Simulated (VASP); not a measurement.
# Cu (I4/mmm) in VASP: further runs

Cu is run at these levels: PBEsol; tasks: single point.

Everything below comes from runs of VASP 6.6.1. Logs are shortened: lines on timing, memory, paths and dates and some standing lists are left out, and cuts for length are marked.

### Step 1. The cell of the first run

It takes space group I4/mmm (No. 139, tetragonal). Conventional cell: a = 3.004 Å, b = 3.004 Å, c = 2.769 Å, α = 90.00°, β = 90.00°, γ = 90.00°. Cu (site symmetry 4/mmm) has 14 Cu at 2.54 to 3.00 Å within 3.3 Å.

### Step 2. Single point, PBEsol (12.50 Å³/atom)

Input file INCAR:

```
SYSTEM = Cu
  ALGO = Normal
  EDIFF = 1E-6
  ENCUT = 820
  GGA = PS
  GGA_COMPAT = .FALSE.
  ISIF = 2
  ISMEAR = 0
  LASPH = .TRUE.
  LCHARG = .FALSE.
  LREAL = .FALSE.
  LWAVE = .FALSE.
  NBANDS = 16
  NELM = 120
  PREC = Accurate
  SIGMA = 0.1
```

Input file KPOINTS:

```
k-points
0
G
  20 20 20
  0 0 0
```

Input file POSCAR:

```
Cu
1.0
   -1.5021961666      1.5021961666      1.3844313494
    1.5021961666     -1.5021961666      1.3844313494
    1.5021961666      1.5021961666     -1.3844313494
Cu
1
Direct
    0.0000000000      0.0000000000      0.0000000000
```

Potentials or basis: VASP PAW PBE potentials, release 64 (Cu_sv_GW).

On the command line:

```console
$ cat potpaw_PBE.64/Cu_sv_GW/POTCAR > POTCAR
$ mpirun -np 1 vasp_std > vasp.out
```

OUTCAR:

```text
SYSTEM = Cu
   EDIFF = 1E-6
   ENCUT = 820
   GGA = PS
   ISIF = 2
   ISMEAR = 0
   LASPH = .TRUE.
   LREAL = .FALSE.
   NELM = 120
   PREC = Accurate

 ion  position               nearest neighbor table
   1  0.000  0.000  0.000-

  LATTYP: Found a body centered tetragonal cell.
 ALAT       =     3.0043923332
 C/A-ratio  =     0.9216049010

  Lattice vectors:

 A1 = (  -1.5021961666,   1.5021961666,   1.3844313494)
 A2 = (   1.5021961666,  -1.5021961666,   1.3844313494)
 A3 = (   1.5021961666,   1.5021961666,  -1.3844313494)

Analysis of symmetry for initial positions (statically):
=====================================================================
 Subroutine PRICEL returns:
 Original cell was already a primitive cell.

 Routine SETGRP: Setting up the symmetry group for a
 body centered tetragonal supercell.

 Subroutine GETGRP returns: Found 16 space group operations
 (whereof 16 operations were pure point group operations)
 out of a pool of 16 trial point group operations.

The static configuration has the point symmetry D_4h.

Analysis of symmetry for dynamics (positions and initial velocities):
=====================================================================
 Subroutine PRICEL returns:
 Original cell was already a primitive cell.

 Routine SETGRP: Setting up the symmetry group for a
 body centered tetragonal supercell.

 Subroutine GETGRP returns: Found 16 space group operations
 (whereof 16 operations were pure point group operations)
 out of a pool of 16 trial point group operations.

The dynamic configuration has the point symmetry D_4h.

 Subroutine INISYM returns: Found 16 space group operations
 (whereof 16 operations are pure point group operations),
 and found     1 'primitive' translations

----------------------------------------------------------------------------------------

                                     Primitive cell

  volume of cell :      12.4964

  direct lattice vectors                    reciprocal lattice vectors
    -1.502196167  1.502196167  1.384431349     0.000000000  0.332846010  0.361159114
     1.502196167 -1.502196167  1.384431349     0.332846010  0.000000000  0.361159114
     1.502196167  1.502196167 -1.384431349     0.332846010  0.332846010  0.000000000

  length of vectors
     2.535712288  2.535712288  2.535712288     0.491143942  0.491143942  0.470715341

  position of ions in fractional coordinates (direct lattice)
     0.000000000  0.000000000  0.000000000

  ion indices of the primitive-cell ions
   primitive index   ion index
                 1           1

----------------------------------------------------------------------------------------

 KPOINTS: k-points

Automatic generation of k-mesh.
 Grid dimensions read from file:
 generate k-points for:   20   20   20

 Generating k-lattice:

  Cartesian coordinates                     Fractional coordinates (reciprocal lattice)
     0.000000000  0.016642300  0.018057956     0.050000000  0.000000000  0.000000000
     0.016642300  0.000000000  0.018057956     0.000000000  0.050000000  0.000000000
     0.016642300  0.016642300  0.000000000     0.000000000  0.000000000  0.050000000

  Length of vectors
     0.024557197  0.024557197  0.023535767

  Shift w.r.t. Gamma in fractional coordinates (k-lattice)
     0.000000000  0.000000000  0.000000000

 Subroutine IBZKPT returns following result:
 ===========================================

 Found    641 irreducible k-points:

 Following reciprocal coordinates:
            Coordinates               Weight
  0.000000  0.000000  0.000000      1.000000
  0.050000 -0.000000  0.000000      8.000000
  0.100000  0.000000  0.000000      8.000000
  0.150000  0.000000  0.000000      8.000000
  0.200000  0.000000  0.000000      8.000000
  0.250000 -0.000000  0.000000      8.000000
[... 16 lines left out ...]
 -0.400000  0.050000  0.000000     16.000000
 -0.350000  0.050000  0.000000     16.000000
 [... further k-points ...]
   k-points           NKPTS =    641   k-points in BZ     NKDIM =    641   number of bands    NBANDS=     16
   number of dos      NEDOS =    301   number of ions     NIONS =      1
   total plane-waves  NPLWV =  13824
   dimension x,y,z NGX =    24 NGY =   24 NGZ =   24
   dimension x,y,z NGXF=    48 NGYF=   48 NGZF=   48
   ions per type =               1
   NGX,Y,Z   is equivalent  to a cutoff of  15.73, 15.73, 15.73 a.u.
   NGXF,Y,Z  is equivalent  to a cutoff of  31.47, 31.47, 31.47 a.u.
 SYSTEM =  Cu
   PREC   = accura    normal or accurate (medium, high low for compatibility)
   ISTART =      0    job   : 0-new  1-cont  2-samecut
   ICHARG =      2    charge: 1-file 2-atom 10-const
   ISPIN  =      1    spin polarized calculation?
   LNONCOLLINEAR =      F non collinear calculations
   LSORBIT =      F    spin-orbit coupling
   LASPH  =      T    aspherical Exc in radial PAW
   ENCUT  =  820.0 eV  60.27 Ry    7.76 a.u.   5.92  5.92  5.92*2*pi/ulx,y,z
   NELM   =    120;   NELMIN=  2; NELMDL= -5     # of ELM steps
   EDIFF  = 0.1E-05   stopping-criterion for ELM
   LREAL  =      F    real-space projection
   EDIFFG = 0.1E-04   stopping-criterion for IOM
   NSW    =      0    number of steps for IOM
   IBRION =     -1    ionic relax: 0-MD 1-quasi-New 2-CG
   NFREE  =      0    steps in history (QN), initial steepest desc. (CG)
   ISIF   =      2    stress and relaxation
   ISYM   =      2    0-nonsym 1-usesym 2-fastsym
   POTIM  = 0.5000    time-step for ionic-motion
   TEBEG  =    0.0;   TEEND  =   0.0 temperature during run
   PSTRESS=    0.0 pullay stress
   NELECT =      19.0000    total number of electrons
   NUPDOWN=      -1.0000    fix difference up-down
   EMIN   =  10.00;   EMAX   =-10.00  energy-range for DOS
   EFERMI =   0.00;   METHOD = LEGACY
   ISMEAR =     0;   SIGMA  =   0.10  broadening in eV -4-tet -1-fermi 0-gaus
   EFERMI_NEDOS =   21; number of points for ismear=-14 and -15
   IALGO  =     38    algorithm
   IMIX   =      4    mixing-type and parameters
     AMIX     =   0.40;   BMIX     =  1.00
     AMIX_MAG =   1.60;   BMIX_MAG =  1.00
  volume/ion in A,a.u.               =      12.50        84.33
  Fermi-wavevector in a.u.,A,eV,Ry     =   1.882483  3.557378 48.215554  3.543743
  Thomas-Fermi vector in A             =   2.925630
   LORBIT       =      0    0 simple, 1 ext, 2 COOP (PROOUT), +10 PAW based schemes
   GGA     = PS    functional components
   LHFCALC =     F    Hartree Fock is set to
   AEXX    =    0.0000 exact exchange contribution
   IVDW    =     0    specifies the selected vdW correction
   LEPSILON=     F    determine dielectric tensor
   LRPA    =     F    only Hartree local field effects (RPA)
 non-spin polarized calculation
 Gauss-broadening in eV      SIGMA  =   0.10
  energy-cutoff  :      820.00
  volume of cell :       12.50
 maximum number of plane-waves:       684
   NGX = 11   NGY = 11   NGZ = 11

 number of electron      18.9999996 magnetization

 Free energy of the ion-electron system (eV)
  ---------------------------------------------------
  ext. energy  EPLUGINS =         0.00000000
  ---------------------------------------------------
  free energy    TOTEN  =        -4.30000392 eV

  energy without entropy =       -4.29768303  energy(sigma->0) =       -4.29884348

 E-fermi :   6.7182     XC(G=0): -13.1906

 val. band max:        6.7179392703   @ k =   0.5000   0.3500   0.0000
 cond. band min:       6.7191581177   @ k =   0.3000   0.1000   0.1000
 fundamental gap:      0.0012188474
 Fermi energy:         6.7182153748

 k-point     1 :       0.0000    0.0000    0.0000
  band No.  band energies     occupation
      1    -105.4021      2.00000
      2     -62.8812      2.00000
      3     -62.8748      2.00000
      4     -62.8748      2.00000
      5      -2.2864      2.00000
      6       3.6273      2.00000
[... 8 lines left out ...]
     15      33.7905      0.00000
     16      33.8062      0.00000

 k-point     2 :       0.0500   -0.0000    0.0000
  band No.  band energies     occupation
      1    -105.4017      2.00000
      2     -62.8826      2.00000
      3     -62.8756      2.00000
      4     -62.8756      2.00000
      5      -2.1908      2.00000
      6       3.6374      2.00000
[... 8 lines left out ...]
     15      33.0365      0.00000
     16      33.5481      0.00000

 k-point     3 :       0.1000    0.0000    0.0000
  band No.  band energies     occupation
      1    -105.4010      2.00000
      2     -62.8880      2.00000
      3     -62.8781      2.00000
      4     -62.8770      2.00000
      5      -1.9062      2.00000
      6       3.6410      2.00000
[... 8 lines left out ...]
     15      32.1601      0.00000
     16      33.5896      0.00000

 k-point     4 :       0.1500    0.0000    0.0000
  band No.  band energies     occupation
      1    -105.3996      2.00000
      2     -62.8974      2.00000
      3     -62.8818      2.00000
      4     -62.8779      2.00000
      5      -1.4412      2.00000
      6       3.5966      2.00000
[... 8 lines left out ...]
     15      31.3463      0.00000
     16      34.0247      0.00000

 k-point     5 :       0.2000    0.0000    0.0000
  band No.  band energies     occupation
      1    -105.3978      2.00000
      2     -62.9098      2.00000
      3     -62.8865      2.00000
      4     -62.8784      2.00000
      5      -0.8132      2.00000
      6       3.5096      2.00000
[... 8 lines left out ...]
     15      30.6930      0.00000
     16      34.6857      0.00000

 k-point     6 :       0.2500   -0.0000    0.0000
  band No.  band energies     occupation
      1    -105.3960      2.00000
      2     -62.9236      2.00000
      3     -62.8918      2.00000
      4     -62.8788      2.00000
      5      -0.0593      2.00000
      6       3.4023      2.00000
[... 8 lines left out ...]
     15      30.2011      0.00000
     16      35.5036      0.00000
[... 267 lines left out ...]
 k-point    21 :       0.5000    0.0500    0.0000
  band No.  band energies     occupation
      1    -105.3898      2.00000
      2     -62.9670      2.00000
      3     -62.9091      2.00000
      4     -62.8809      2.00000
      5       2.0438      2.00000
      6       3.0586      2.00000
[... 8 lines left out ...]
     15      30.0033      0.00000
     16      38.8732      0.00000

 k-point    22 :      -0.4500    0.0500    0.0000
  band No.  band energies     occupation
      1    -105.3903      2.00000
      2     -62.9625      2.00000
      3     -62.9073      2.00000
      4     -62.8806      2.00000
      5       1.9559      2.00000
      6       3.0939      2.00000
[... 8 lines left out ...]
     15      30.1334      0.00000
     16      39.3088      0.00000

 k-point    23 :      -0.4000    0.0500    0.0000
  band No.  band energies     occupation
      1    -105.3916      2.00000
      2     -62.9545      2.00000
      3     -62.9043      2.00000
      4     -62.8803      2.00000
      5       1.6895      2.00000
      6       3.1595      2.00000
[... 8 lines left out ...]
     15      30.3451      0.00000
     16      39.1268      0.00000

 k-point    24 :      -0.3500    0.0500    0.0000
  band No.  band energies     occupation
      1    -105.3931      2.00000
      2     -62.9434      2.00000
      3     -62.8999      2.00000
      4     -62.8799      2.00000
      5       1.1330      2.00000
      6       3.2486      2.00000
[... 8 lines left out ...]
     15      30.6631      0.00000
     16      37.9345      0.00000

 [... further k-points ...]
[... 5 lines left out ...]
  --------------------------------------------------------------------------------------
  -------------------------------------------------------------------------------------
  Total       -0.9877846     -0.9877846     -0.9875854      0.0000000      0.0000000      0.0000000
  in kB     -126.6450205   -126.6450205   -126.6194871      0.0000000      0.0000000      0.0000000
  external PRESSURE =    -126.6365093 kB  Pullay stress =       0.0000000 kB

 VOLUME and BASIS-vectors are now :
 -----------------------------------------------------------------------------
  energy-cutoff  :      820.00
  volume of cell :       12.50
      direct lattice vectors                 reciprocal lattice vectors
    -1.502196167  1.502196167  1.384431349     0.000000000  0.332846010  0.361159114
     1.502196167 -1.502196167  1.384431349     0.332846010  0.000000000  0.361159114
     1.502196167  1.502196167 -1.384431349     0.332846010  0.332846010  0.000000000

 POSITION                                       TOTAL-FORCE (eV/Angst)
 -----------------------------------------------------------------------------------
      0.00000      0.00000      0.00000        -0.000000     -0.000000      0.000000
 -----------------------------------------------------------------------------------
    total drift:                                0.000000      0.000000     -0.000000

  FREE ENERGIE OF THE ION-ELECTRON SYSTEM (eV)
  ---------------------------------------------------
  free  energy   TOTEN  =        -4.3000039241 eV

  energy  without entropy=       -4.2976830314  energy(sigma->0) =       -4.29884348
```

Wall time 1.9 min (1 thread of Intel Xeon Platinum 8259CL at 2.50GHz (Skylake/Cascade Lake), shared host); peak memory 0.4 GiB.

What came out:

- Free energy: -4.3000 eV
- Pressure: -12.7 GPa
- Band gap on the k mesh: zero (an odd number of electrons rules out a gap without spin polarisation)

Levels at points of the mesh, in eV from the Fermi level:
| k point | band 8 | band 9 | band 10 | band 11 | band 12 | band 13 |
| --- | --- | --- | --- | --- | --- | --- |
| (0.00, 0.00, 0.00) | -2.78 | -2.14 | -1.82 | 23.43 | 23.43 | 25.80 |
| (0.50, 0.00, 0.00) | -1.70 | -1.28 | -0.30 | 4.35 | 16.08 | 16.33 |
| (0.50, 0.50, 0.00) | -1.93 | -1.31 | -0.89 | 3.49 | 18.38 | 18.47 |
| (0.50, 0.50, 0.50) | -1.46 | -1.38 | 6.91 | 6.91 | 9.94 | 12.43 |

Caveat: the cell stands under tension; the PAW data sets were made with another functional, which shifts forces and pressure a little.

### Step 3. Single point, PBEsol (strain along c alone, the other axes held: -3.0 %)

Input file INCAR:

```
SYSTEM = Cu
ALGO = Fast ; EDIFF = 1E-6
ENCUT = 520 ; GGA = PS
ISIF = 2 ; ISMEAR = 0
LASPH = .TRUE. ; LCHARG = .FALSE.
LREAL = .FALSE. ; LWAVE = .FALSE.
NBANDS = 18 ; NELM = 80
PREC = Accurate ; SIGMA = 0.1
```

Input file KPOINTS:

```
k-points
0
G
  18 18 20
  0 0 0
```

Input file POSCAR:

```
Cu
1.0
    2.8901834593      0.0000000000      0.0000000000
    0.0000000000      2.8901834593      0.0000000000
    0.0000000000      0.0000000000      2.6384139662
Cu
2
Direct
    0.0000000000      0.0000000000      0.0000000000
    0.5000000000      0.5000000000      0.5000000000
```

Potentials or basis: VASP PAW PBE potentials, release 64 (Cu).

On the command line:

```console
$ cat potpaw_PBE.64/Cu/POTCAR > POTCAR
$ mpirun -np 1 vasp_std > vasp.out
```

It took 3.4 min on 1 thread of AMD EPYC 9R14 (Zen 4), shared host; peak memory 0.26 GiB.

Results (log left out):

| Item | Value |
| --- | --- |
| Free energy | -8.5276 eV |
| Pressure | 7.4 GPa |
| Band gap on the k mesh | zero (bands 11 and 12 overlap by 7.93 eV) |

Stress tensor (GPa, compression positive):
```
7.09 0.00 0.00
0.00 7.09 0.00
0.00 0.00 7.94
```

Levels at points of the mesh, in eV from the Fermi level:
| k point | band 9 | band 10 | band 11 | band 12 | band 13 | band 14 |
| --- | --- | --- | --- | --- | --- | --- |
| (0.00, 0.00, 0.00) | -1.62 | -1.62 | -1.52 | 7.30 | 7.30 | 11.00 |
| (0.50, 0.00, 0.00) | -2.41 | -2.41 | -1.59 | -1.59 | 13.81 | 13.81 |
| (0.50, 0.50, 0.00) | -1.45 | -1.45 | -1.28 | -1.28 | 4.05 | 4.05 |
| (0.00, 0.00, 0.50) | -2.54 | -2.54 | -0.82 | -0.82 | 14.86 | 14.86 |
| (0.50, 0.00, 0.50) | -1.40 | -1.40 | -0.53 | -0.53 | 5.10 | 5.10 |
| (0.50, 0.50, 0.50) | -1.97 | -1.97 | 6.34 | 6.34 | 6.99 | 6.99 |

Caveat: the cell differs from its parent crystal (strain along c alone, the other axes held: -3.0 %); the cell stands under pressure; the PAW data sets were made with another functional, which shifts forces and pressure a little.

### Step 4. Single point, PBEsol (strain along c alone, the other axes held: -2.0 %)

Input file INCAR:

```
ALGO     = Fast           # electronic algorithm
EDIFF    = 1E-6           # SCF threshold, eV
ENCUT    = 520            # plane-wave cutoff, eV
GGA      = PS             # functional
ISIF     = 2              # what is computed and relaxed
ISMEAR   = 0              # smearing method
LASPH    = True           # aspherical terms in the spheres
LCHARG   = False          # write CHGCAR
LREAL    = False          # projectors in reciprocal space
LWAVE    = False          # write WAVECAR
NBANDS   = 18             # bands
NELM     = 80             # most SCF steps
PREC     = Accurate       # precision mode
SIGMA    = 0.1            # smearing width, eV
```

Input file KPOINTS:

```
k-points
0
Gamma
  18 18 20
```

POSCAR: that of step 3 with these lines changed.

```diff
@@ -4,3 +4,3 @@
     0.0000000000      2.8901834593      0.0000000000
-    0.0000000000      0.0000000000      2.6384139662
+    0.0000000000      0.0000000000      2.6656141102
 Cu
```

On the command line:

```console
$ cat potpaw_PBE.64/Cu/POTCAR > POTCAR
$ mpirun -np 1 vasp_std > vasp.out
```

Run time: 3.5 min. Hardware: 1 thread of AMD EPYC 9R14 (Zen 4), shared host; peak memory 0.27 GiB.

The run converged. Its results:

| Quantity | Value |
| --- | --- |
| Free energy | -8.5360 eV |
| Pressure | 5.3 GPa |
| Band gap on the k mesh | zero (bands 11 and 12 overlap by 7.90 eV) |

Stress tensor (GPa, compression positive):
```
5.16 0.00 0.00
0.00 5.16 0.00
0.00 0.00 5.63
```

Levels at points of the mesh, in eV from the Fermi level:
| k point | band 7 | band 8 | band 9 | band 10 | band 11 | band 12 | band 13 | band 14 | band 15 | band 16 |
| --- | --- | --- | --- | --- | --- | --- | --- | --- | --- | --- |
| (0.00, 0.00, 0.00) | -2.41 | -2.03 | -1.60 | -1.60 | -1.51 | 7.39 | 7.39 | 10.64 | 13.23 | 14.08 |
| (0.50, 0.00, 0.00) | -2.77 | -2.77 | -2.39 | -2.39 | -1.55 | -1.55 | 13.87 | 13.87 | 16.09 | 16.09 |
| (0.50, 0.50, 0.00) | -2.16 | -2.16 | -1.43 | -1.43 | -1.19 | -1.19 | 4.07 | 4.07 | 19.47 | 19.47 |
| (0.00, 0.00, 0.50) | -3.11 | -3.11 | -2.51 | -2.51 | -0.87 | -0.87 | 14.79 | 14.79 | 14.79 | 14.79 |
| (0.50, 0.00, 0.50) | -1.89 | -1.89 | -1.39 | -1.39 | -0.54 | -0.54 | 5.00 | 5.00 | 17.30 | 17.30 |
| (0.50, 0.50, 0.50) | -2.12 | -2.12 | -1.96 | -1.96 | 6.35 | 6.35 | 6.92 | 6.92 | 6.92 | 6.92 |

Caveat: the cell differs from its parent crystal (strain along c alone, the other axes held: -2.0 %); the cell stands under pressure; the PAW data sets were made with another functional, which shifts forces and pressure a little.

### Step 5. The runs side by side

```tsv
potentials or basis	cell	k mesh	cutoff (eV)	gap on the mesh (eV)	pressure (GPa)
VASP PAW PBE potentials, release 64 (Cu_sv_GW)	a = 2.536 Å, angles 107.3, 107.3, 113.8°, 1 atom, atomic positions A	20 × 20 × 20	820	none	-12.7
VASP PAW PBE potentials, release 64 (Cu)	a = 2.890, b = 2.890, c = 2.638 Å, 2 atoms, atomic positions B	18 × 18 × 20	520	none	7.4
VASP PAW PBE potentials, release 64 (Cu)	a = 2.890, b = 2.890, c = 2.666 Å, 2 atoms, atomic positions B	18 × 18 × 20	520	none	5.3
```

Alike in all rows: task single point; level PBEsol; no spin polarisation; smearing gaussian 0.1 eV.

Caveats: the PAW data sets were made with another functional, which shifts forces and pressure a little; the cell stands under pressure (at least some runs); the cell stands under tension (at least some runs).

Total energies depend on the potentials used, so only differences within one code and one set of settings carry meaning.

The gap in the log of VASP goes by the Fermi energy; the results here count the filled bands.